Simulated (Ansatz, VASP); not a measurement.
# PbS in VASP and in Ansatz

```xyz
4
Lattice="4.1235 0.0000 0.0000 -2.0617 3.5710 0.0000 0.0000 0.0000 7.3337" Properties=species:S:1:pos:R:3 pbc="T T T"
Pb    0.0000    0.0000    0.0000
Pb    0.0000    0.0000    3.6669
S     0.0000    2.3807    1.8334
S     2.0617    1.1903    5.5003
```

Alike in both runs: task single point; functional PBE; k mesh 12 × 12 × 4; occupations fermi-dirac, width 0.02 eV; non-collinear spin, spin-orbit coupling.

|  | VASP | Ansatz |
| --- | --- | --- |
| version | VASP 6.6.1 | Ansatz 0.2.0 |
| potentials or method | VASP PAW PBE potentials, release 64 (Pb_d, S) | plane waves, PAW |
| plane-wave cutoff (eV) | 500 | 420 |
| valence electrons in the cell | 40 | 40 |

```csv
,VASP,Ansatz,Ansatz less VASP
pressure (GPa),0.8,0.7,-0.04
"traceless stress, the component that is largest in VASP (GPa)",0.04,0.07,+0.022
```
